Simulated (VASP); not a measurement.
Sb: relaxation of cell and atoms with PBE

The system is Sb.

```
Sb
1.0
     2.72272    0.00000    0.00000
    -1.36136    2.35794    0.00000
     0.00000    0.00000    2.55936
Sb
1
Cartesian
  0.0000 0.0000 0.0000
```

```yaml
Program: VASP 6.6.1
Task: relaxation of cell and atoms
Functional: PBE
Potentials_or_basis: VASP PAW PBE potentials, release 64 (Sb)
Cutoff: 600 eV
k_mesh: 16 × 16 × 15
Occupations: fermi-dirac, width 0.08 eV
Spin: no spin polarisation
Target_pressure: 100 GPa
Dipole_correction: no
Further_INCAR_settings: ALGO = Normal; EDIFF = 1e-07; IBRION = 2; EDIFFG = -0.005; NSW = 60; ISIF = 3
```

- Relaxed volume: 17.23 Å³/atom
- Relaxed cell: a = 2.766 Å, b = 2.766 Å, c = 2.600 Å, α = 90.00°, β = 90.00°, γ = 120.00°
- Space group after relaxing (to 0.05 Å): P6/mmm (No. 191)
- Energy change on relaxing (the enthalpy is what falls): -547.7 meV/atom
- Ionic steps: 9
- Pressure after relaxing: 100.0 GPa

Step by step:
| step | energy change (eV) | largest force (eV/Å) | pressure (GPa) | volume (Å³) |
| --- | --- | --- | --- | --- |
| 1 | 0.0000 | 0.0000 | 121.51 | 16.43 |
| 2 | -2.3477 | 0.0000 | 28.40 | 22.25 |
| 3 | -0.6185 | 0.0000 | 97.23 | 17.34 |
| 4 | -0.5502 | 0.0000 | 99.91 | 17.23 |
| 5 | -0.5401 | 0.0000 | 100.31 | 17.21 |
| 6 | -0.5422 | 0.0000 | 100.27 | 17.22 |
| 7 | -0.5407 | 0.0000 | 100.29 | 17.21 |
| 8 | -0.5754 | 0.0000 | 98.94 | 17.27 |
| 9 | -0.5477 | 0.0000 | 100.02 | 17.23 |

Final structure:
```cif
data_structure
_symmetry_space_group_name_H-M 'P 1'
_symmetry_Int_Tables_number 1
_cell_length_a 2.7658
_cell_length_b 2.7658
_cell_length_c 2.6003
_cell_angle_alpha 90.000
_cell_angle_beta 90.000
_cell_angle_gamma 120.000
_cell_volume 17.23
loop_
_atom_site_label
_atom_site_type_symbol
_atom_site_fract_x
_atom_site_fract_y
_atom_site_fract_z
_atom_site_occupancy
Sb1 Sb 0.00000 0.00000 0.00000 1
```

Levels at points of the mesh, in eV from the Fermi level:
| k point | band 1 | band 2 | band 3 | band 4 | band 5 |
| --- | --- | --- | --- | --- | --- |
| (0.00, 0.00, 0.00) | -18.06 | 4.30 | 7.35 | 7.35 | 7.80 |
| (0.50, 0.00, 0.00) | -11.50 | -10.01 | 1.54 | 5.93 | 10.14 |

Wall time 39 s on 1 thread of Intel(R) Xeon(R) 6975P-C (Granite Rapids) (shared host), peak memory 0.16 GiB.

Caveat: the cell is relaxed towards a set pressure, so the enthalpy falls and the energy may rise; spin-orbit coupling is left out, which moves the levels of the heavy elements.
